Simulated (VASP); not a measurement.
# CsH in VASP: a series of runs, part 2 of 2

VASP 6.6.1. Earlier steps stand in the parts before.

**5. Single point, PBEsol**

This run uses another cell than the first one, of 36.66 Å³/atom.

The input, INCAR:

```
SYSTEM = CsH
PREC = Accurate
ENCUT = 520
EDIFF = 1E-6
ISMEAR = 0
SIGMA = 0.02
LREAL = .FALSE.
LASPH = .TRUE.
NELM = 60
ALGO = Normal
ISIF = 2
LWAVE = .FALSE.
LCHARG = .FALSE.
GGA = PS
NBANDS = 18
```

The input, KPOINTS:

```
Automatic mesh
0
G
  6 6 3
  0 0 0
```

The input, POSCAR:

```
CsH
1.0
    5.2192692903      0.0000000000      0.0000000000
   -2.6096346451      4.5200197946      0.0000000000
    0.0000000000      0.0000000000      6.2156268521
Cs H
2 2
Direct
    0.3333333333      0.6666666667     -0.0624952073
    0.6666666667      0.3333333333      0.4375047927
    0.3333333333      0.6666666667      0.4374952073
    0.6666666667      0.3333333333      0.9374952073
```

Potentials or basis: VASP PAW PBE potentials, release 64 (Cs_sv, H).

On the command line:

```sh
$ cat potpaw_PBE.64/Cs_sv/POTCAR potpaw_PBE.64/H/POTCAR > POTCAR
$ mpirun -np 1 vasp_std > vasp.out
```

OUTCAR:

```text
SYSTEM = CsH
   PREC = Accurate
   ENCUT = 520
   EDIFF = 1E-6
   ISMEAR = 0
   LREAL = .FALSE.
   LASPH = .TRUE.
   NELM = 60
   ISIF = 2
   GGA = PS

 ion  position               nearest neighbor table
   1  0.333  0.667  0.938-
   2  0.667  0.333  0.438-
   3  0.333  0.667  0.437-
   4  0.667  0.333  0.937-

  LATTYP: Found a hexagonal cell.
 ALAT       =     5.2192692903
 C/A-ratio  =     1.1908998188

  Lattice vectors:

 A1 = (   5.2192692903,   0.0000000000,   0.0000000000)
 A2 = (  -2.6096346451,   4.5200197946,   0.0000000000)
 A3 = (   0.0000000000,   0.0000000000,   6.2156268521)

Analysis of symmetry for initial positions (statically):
=====================================================================
 Subroutine PRICEL returns:
 Original cell was already a primitive cell.

 Routine SETGRP: Setting up the symmetry group for a
 hexagonal supercell.
[... 158 lines left out ...]
  ---------------------------------------------------
  free energy    TOTEN  =        -9.05156671 eV

  energy without entropy =       -9.05156671  energy(sigma->0) =       -9.05156671

 E-fermi :  -0.4941     XC(G=0):  -6.7043

 val. band max:       -0.5876798479   @ k =   0.3333   0.3333   0.3333
 cond. band min:       2.4034918039   @ k =   0.3333  -0.0000   0.3333
 fundamental gap:      2.9911716518
 Fermi energy:        -0.4940859093

 k-point     1 :       0.0000    0.0000    0.0000
  band No.  band energies     occupation
      1     -21.6872      2.00000
      2     -21.5634      2.00000
      3      -8.8499      2.00000
      4      -8.5235      2.00000
      5      -8.5235      2.00000
      6      -8.2665      2.00000
[... 271 lines left out ...]
      5      -8.6380      2.00000
      6      -8.4036      2.00000
[... 10 lines left out ...]
     17       5.6870      0.00000
     18       6.0059      0.00000

------------------------ aborting loop because EDIFF is reached ----------------------------------------

  FORCE on cell =-STRESS in cart. coord.  units (eV):
  Direction    XX          YY          ZZ          XY          YZ          ZX
  --------------------------------------------------------------------------------------
  -------------------------------------------------------------------------------------
  Total        0.0183612      0.0183612      0.0241077      0.0000000     -0.0000000      0.0000000
  in kB        0.2006213      0.2006213      0.2634092      0.0000000     -0.0000000      0.0000000
  external PRESSURE =       0.2215506 kB  Pullay stress =       0.0000000 kB

 VOLUME and BASIS-vectors are now :
 -----------------------------------------------------------------------------
  energy-cutoff  :      520.00
  volume of cell :      146.63
      direct lattice vectors                 reciprocal lattice vectors
     5.219269290  0.000000000  0.000000000     0.191597702  0.110618985  0.000000000
    -2.609634645  4.520019795  0.000000000     0.000000000  0.221237969  0.000000000
     0.000000000  0.000000000  6.215626852     0.000000000  0.000000000  0.160884819

 POSITION                                       TOTAL-FORCE (eV/Angst)
 -----------------------------------------------------------------------------------
     -0.00000      3.01335      5.82718        -0.000000      0.000000     -0.000040
      2.60963      1.50667      2.71937         0.000000     -0.000000     -0.000040
     -0.00000      3.01335      2.71931        -0.000000     -0.000000      0.000040
      2.60963      1.50667      5.82712        -0.000000     -0.000000      0.000040
 -----------------------------------------------------------------------------------
    total drift:                               -0.000000      0.000000     -0.000003

  FREE ENERGIE OF THE ION-ELECTRON SYSTEM (eV)
  ---------------------------------------------------
  free  energy   TOTEN  =        -9.0515667072 eV

  energy  without entropy=       -9.0515667072  energy(sigma->0) =       -9.05156671
```

stdout:

```text
POSCAR found type information on POSCAR CsH
 POSCAR found :  2 types and       4 ions
 scaLAPACK will be used
 -----------------------------------------------------------------------------
|                                                                             |
|                                                                             |
|     You enforced a specific xc type in the INCAR file but a different       |
|     I HOPE YOU KNOW WHAT YOU ARE DOING!                                     |
|                                                                             |
 -----------------------------------------------------------------------------

 LDA part: xc-table for (Slater+PW92), standard interpolation
 POSCAR, INCAR and KPOINTS ok, starting setup
 FFT: planning ... GRIDC
 FFT: planning ... GRID_SOFT
 FFT: planning ... GRID
 WAVECAR not read
 entering main loop
```

Wall time 64 s (1 thread of Intel Xeon 8259CL, shared host); peak memory 0.25 GiB.

Results:

- Free energy: -9.0516 eV
- Pressure: 0.0 GPa
- Band gap on the k mesh: 2.99 eV (least direct gap 3.12 eV)

Caveat: the PAW data sets were made with another functional, which shifts forces and pressure a little; spin-orbit coupling is left out, which moves the levels of the heavy elements; an odd mesh through Γ misses points on the zone boundary, where band edges can lie.

**6. Summary**

| cell | gap on the mesh (eV) | pressure (GPa) |
| --- | --- | --- |
| a = 4.025, b = 4.025, c = 5.027 Å, angles 90.0, 90.0, 120.0°, 4 atoms | 1.44 | 21.0 |
| a = 4.341, b = 4.341, c = 5.333 Å, angles 90.0, 90.0, 120.0°, 4 atoms | 2.29 | 10.3 |
| a = 4.620, b = 4.620, c = 5.609 Å, angles 90.0, 90.0, 120.0°, 4 atoms | 2.62 | 5.1 |
| a = 5.219, b = 5.219, c = 6.216 Å, angles 90.0, 90.0, 120.0°, 4 atoms | 2.99 | 0.0 |

Alike in all rows: task single point; level PBEsol; potentials or basis VASP PAW PBE potentials, release 64 (Cs_sv, H); no spin polarisation; k mesh 6 × 6 × 3; cutoff (eV) 520; smearing gaussian 0.02 eV.

Caveats: the PAW data sets were made with another functional, which shifts forces and pressure a little; spin-orbit coupling is left out, which moves the levels of the heavy elements; an odd mesh through Γ misses points on the zone boundary, where band edges can lie; the cell stands under pressure (at least some runs).

Absolute energies hang on the potentials; compare differences alone.
